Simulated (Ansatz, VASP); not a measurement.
**Mg: VASP beside Ansatz**

INCAR

```
PREC = Accurate
ENCUT = 520
EDIFF = 1E-6
ISMEAR = -1
SIGMA = 0.08
LREAL = F
LASPH = T
NELM = 100
ALGO = Normal
ISIF = 2
LWAVE = F
LCHARG = T
GGA = PS
LELF = T
LVHAR = T
NBANDS = 9
```

KPOINTS

```
Automatic mesh
0
Gamma
  12 12 7
```

POSCAR

```
Mg
1.0
    3.2092715325     -0.0481390730     -0.0481390730
   -1.6463254263      2.8033802113     -0.0176201236
   -0.0781549500     -0.0781549500      5.2103300000
Mg
2
Direct
    0.3333333333      0.6666666667      0.2500000000
    0.6666666667      0.3333333333      0.7500000000
```

Input for Ansatz:

```yaml
crystal:
  lattice:
    - [3.2092715325, -0.048139073, -0.048139073]
    - [-1.6463254263, 2.8033802113, -0.0176201236]
    - [-0.07815495, -0.07815495, 5.21033]
  atoms:
    - { symbol: Mg, position: [0.3333333333, 0.6666666667, 0.25] }
    - { symbol: Mg, position: [0.6666666667, 0.3333333333, 0.75] }
kpoints:
  mp_grid: { grid: [12, 12, 7] }
  band_path:
    path:
      - [0.0, 0.0, 0.0]
      - [0.0, 0.0, 0.5]
      - [-0.5, 0.5, 0.0]
      - [0.0, 0.0, 0.0]
      - [0.0, -0.5, 0.0]
      - [-0.5, 0.0, 0.5]
      - [0.0, 0.0, 0.0]
      - [-0.5, 0.0, 0.0]
      - [0.0, -0.5, 0.5]
    npoints: 5
scf:
  occupations: { method: fermi_dirac, width: 0.08 }
hamiltonian:
  xc: pbesol
  pseudopotentials: { kind: all_electron, lapw: { basis_error: 0.0005 } }
output:
  forces: true
  stress: true
  eigenvalues: true
```

Change from the starting cell: equal xy, yz and zx shear strains of -3 %.

Alike in both runs: task single point; functional PBEsol; k mesh 12 × 12 × 7; occupations fermi-dirac, width 0.08 eV; no spin polarisation.

```csv
,VASP,Ansatz
version,VASP 6.6.1,Ansatz 0.2.0
potentials or method,"VASP PAW PBE potentials, release 64 (Mg), cutoff 520 eV","all-electron LAPW, scalar-relativistic"
```

```tsv
	VASP	Ansatz	Ansatz less VASP
pressure (GPa)	-1.1	-1.0	+0.04
traceless stress, the component that is largest in VASP (GPa)	0.56	0.55	-0.006
rms of the force components (eV/Å)	0.019	0.018	-0.0001
```

VASP's potentials were made for PBE, not for PBEsol. Atom by atom the forces differ by 0.000 eV/Å (rms over components). Ansatz ran all-electron here, and VASP with PAW potentials.
